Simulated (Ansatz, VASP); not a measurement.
**MgO in VASP and in Ansatz**

```xyz
2
Lattice="0.0000 2.1269 2.1269 2.1269 0.0000 2.1269 2.1269 2.1269 0.0000" Properties=species:S:1:pos:R:3 pbc="T T T"
Mg    0.0000    0.0000    0.0000
O     2.1269    2.1269    2.1269
```

Alike in both runs: task single point; functional PBE; k mesh 8 × 8 × 8; no spin polarisation.

|  | VASP | Ansatz |
| --- | --- | --- |
| version | VASP 6.6.1 | Ansatz 0.2.0 |
| potentials or method | VASP PAW PBE potentials, release 64 (Mg, O) | plane waves, PAW |
| plane-wave cutoff (eV) | 600 | 420 |
| occupations | gaussian, width 0.01 eV | fixed |
| valence electrons in the cell | 8 | 16 |

Ansatz gave:

- gap on the k mesh at the Fermi level (eV): 4.46
- pressure (GPa): 0.0

Q: Which values does VASP return?

A: gap on the k mesh at the Fermi level (eV): 4.45; pressure (GPa): -1.0.

VASP's potentials hold 8 valence electrons a cell and Ansatz's 16, so a difference there can come from the potentials and not from the codes.
